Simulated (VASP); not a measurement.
Set up this calculation in VASP 6.6.1, as the native input.

```
Task                   : single point
Functional             : PBE
Potentials or basis    : VASP PAW PBE potentials, release 64 (Zn)
Cutoff                 : 520 eV
k mesh                 : 13 × 13 × 6
Occupations            : methfessel-paxton, width 0.1 eV
Spin                   : no spin polarisation
Dipole correction      : no
Further INCAR settings : ALGO = Normal; EDIFF = 1e-06; NBANDS = 19
```

The structure of Zn lies in POSCAR:

```
Zn
1.0
    2.6700000000      0.0000000000      0.0000000000
   -1.3350000000      2.3122878281      0.0000000000
    0.0000000000      0.0000000000      4.9660000000
Zn
2
Direct
    0.6666666667      0.3333333333      0.7500000000
    0.3333333333      0.6666666667      0.2500000000
```

The input as run:

INCAR

```
SYSTEM = Zn
PREC = Accurate
ENCUT = 520
EDIFF = 1E-6
ISMEAR = 1
SIGMA = 0.1
LREAL = .FALSE.
LASPH = .TRUE.
NELM = 80
ALGO = Normal
ISIF = 2
LWAVE = .FALSE.
LCHARG = .TRUE.
GGA = PE
LELF = .TRUE.
LVHAR = .TRUE.
NBANDS = 19
```

KPOINTS

```
regular mesh
0
G
  13 13 6
  0 0 0
```

Potentials or basis: VASP PAW PBE potentials, release 64 (Zn).

Command:

```bash
$ cat potpaw_PBE.64/Zn/POTCAR > POTCAR
$ mpirun -np 1 vasp_std > vasp.out
```

Results of the run:

```yaml
Pressure: -0.7 GPa
Band_gap_on_the_k_mesh: zero (band 12 reaches 4.13 eV, above the bottom of band 13 at -0.01 eV)
```

It took 14 s on 1 thread of Intel(R) Xeon(R) 6975P-C (Granite Rapids), on a shared host, peak memory 0.17 GiB.
